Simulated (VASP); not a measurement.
# AlRu: single point with PBEsol

AlRu:

```
CELL_PARAMETERS angstrom
2.93176 0.00000 0.00000
0.00000 2.93176 0.00000
0.00000 0.00000 2.93176
ATOMIC_POSITIONS crystal
Al 0.00000 0.00000 0.00000
Ru 0.50000 0.50000 0.50000
```

This cell differs from its parent crystal: strain -0.015 along x and y, -0.015 along z.

```
Program             : VASP 6.6.1
Task                : single point
Functional          : PBEsol
Potentials or basis : VASP PAW PBE potentials, release 64 (Al, Ru_pv)
Cutoff              : 520 eV
k mesh              : 20 × 20 × 20
Occupations         : gaussian, width 0.15 eV
Spin                : no spin polarisation
```

```
Pressure               : 11.1 GPa
Band gap on the k mesh : zero (an odd number of electrons rules out a gap without spin polarisation)
```

Levels at points of the mesh, in eV from the Fermi level:
| k point | band 5 | band 6 | band 7 | band 8 | band 9 | band 10 | band 11 | band 12 | band 13 | band 14 |
| --- | --- | --- | --- | --- | --- | --- | --- | --- | --- | --- |
| (0.00, 0.00, 0.00) | -3.93 | -3.93 | 0.21 | 0.21 | 0.21 | 6.38 | 6.38 | 6.38 | 11.36 | 11.36 |
| (0.50, 0.00, 0.00) | -5.58 | -3.06 | -1.73 | -1.73 | 0.49 | 2.52 | 7.41 | 11.32 | 11.32 | 11.99 |
| (0.50, 0.50, 0.00) | -3.35 | -1.40 | -1.40 | -1.28 | -1.28 | 1.69 | 5.69 | 6.92 | 11.09 | 12.00 |
| (0.50, 0.50, 0.50) | -4.98 | -4.98 | 1.79 | 1.79 | 2.98 | 4.26 | 4.26 | 4.26 | 9.17 | 9.17 |

Wall time 61 s on 1 thread of Intel Xeon 8259CL, on a shared host, peak memory 0.23 GiB.

Caveat: the cell differs from its parent crystal (strain -0.015 along x and y, -0.015 along z); the cell stands under pressure; the PAW data sets were made with another functional, which shifts forces and pressure a little.
